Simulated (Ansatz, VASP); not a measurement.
## Two plane-wave programs on ZrC

The input INCAR:

```
  PREC = Accurate
  ENCUT = 520
  EDIFF = 1E-6
  ISMEAR = -1
  SIGMA = 0.1
  LREAL = False
  LASPH = True
  NELM = 80
  ALGO = Normal
  ISIF = 2
  LWAVE = False
  LCHARG = False
  GGA = PE
  NBANDS = 15
```

Contents of KPOINTS:

```
Automatic mesh
0
Gamma
  14 14 14
```

File POSCAR:

```
ZrC
1.0
    2.5948413539      0.0000000000      0.0000000000
    0.0000000000      2.5948413539      0.0000000000
    0.0000000000      0.0000000000      2.5948413539
Zr C
1 1
Direct
    0.0000000000      0.0000000000      0.0000000000
    0.5000000000      0.5000000000      0.5000000000
```

Input for Ansatz:

```yaml
crystal:
  lattice:
    - [2.5948413539, 0.0, 0.0]
    - [0.0, 2.5948413539, 0.0]
    - [0.0, 0.0, 2.5948413539]
  atoms:
    - { symbol: Zr, position: [0.0, 0.0, 0.0] }
    - { symbol: C, position: [0.5, 0.5, 0.5] }
kpoints:
  mp_grid: { grid: [14, 14, 14] }
scf:
  occupations: { method: fermi_dirac, width: 0.1 }
hamiltonian:
  xc: pbe
  pseudopotentials: { kind: paw }
output:
  forces: true
  stress: true
  eigenvalues: true
  populations: true
```

Change from the starting cell: volume scaled by 0.7, PAW files.

Alike in both runs: task single point; functional PBE; k mesh 14 × 14 × 14; occupations fermi-dirac, width 0.1 eV; no spin polarisation.

|  | VASP | Ansatz |
| --- | --- | --- |
| version | VASP 6.6.1 | Ansatz 0.2.0 |
| potentials or method | VASP PAW PBE potentials, release 64 (Zr_sv, C) | PAW with Ansatz's default frozen-core files, scalar-relativistic |
| plane-wave cutoff (eV) | 520 | 420 |
| valence electrons in the cell | 16 | 16 |

|  | VASP | Ansatz | Ansatz less VASP |
| --- | --- | --- | --- |
| pressure (GPa) | 139.2 | 138.4 | -0.79 |

Both programs put the cell under a high pressure, so it lies far from rest at this level.

Noted on VASP's run: the cell as given lies far from equilibrium.
